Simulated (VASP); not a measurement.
## SiC: single point with PBE

The system is SiC.

```
Si C
1.0
     1.54909   -2.68517    0.00000
     1.54909    2.68517    0.00000
     0.00000    0.00000   15.22205
Si C
6 6
Direct
  0.16666 0.83334 0.85772
  0.83334 0.16666 0.35772
  0.50011 0.49989 0.52451
  0.49989 0.50011 0.02451
  0.83344 0.16656 0.69123
  0.16656 0.83344 0.19123
  0.50018 0.49982 0.64981
  0.49982 0.50018 0.14981
  0.16662 0.83338 0.98268
  0.83338 0.16662 0.48268
  0.83340 0.16660 0.81619
  0.16660 0.83340 0.31619
```

```
Program                : VASP 6.6.1
Task                   : single point
Functional             : PBE
Potentials or basis    : VASP PAW PBE potentials, release 64 (Si, C)
Cutoff                 : 520 eV
k mesh                 : 16 × 16 × 3
Occupations            : fermi-dirac, width 0.02 eV
Spin                   : no spin polarisation
Dipole correction      : no
Further INCAR settings : ALGO = Normal; EDIFF = 1e-06; NBANDS = 36
```

```
Pressure               : -1.1 GPa
Largest force          : 0.008 eV/Å
Band gap on the k mesh : 2.02 eV (least direct gap 3.12 eV)
```

Forces on the atoms (eV/Å):
```
Si   0.000  0.000  0.001
Si   0.000  0.000  0.001
Si   0.000  0.000 -0.008
Si   0.000  0.000 -0.008
Si   0.000  0.000  0.002
Si   0.000  0.000  0.002
C    0.000  0.000  0.004
C    0.000  0.000  0.004
C    0.000  0.000  0.000
C    0.000  0.000  0.000
C    0.000  0.000  0.000
C    0.000  0.000  0.000
```

Stress tensor (GPa, compression positive):
```
-0.85  0.00  0.00
 0.00 -1.14  0.00
 0.00  0.00 -1.41
```

Levels at points of the mesh, in eV from the valence-band top:
```tsv
k point	band 21	band 22	band 23	band 24	band 25	band 26	band 27	band 28
(0.00, 0.00, 0.00)	-0.30	-0.05	-0.01	0.00	5.01	5.19	5.59	6.07
(0.50, 0.00, 0.00)	-1.80	-1.77	-1.65	-1.10	2.02	2.20	3.18	3.84
(0.50, 0.50, 0.00)	-1.79	-1.76	-1.65	-1.09	2.03	2.21	3.19	3.85
```

Wall time 7 min on 1 thread of Intel Xeon 8259CL, with other jobs on the host, peak memory 0.57 GiB.

A k mesh can miss the band edges.
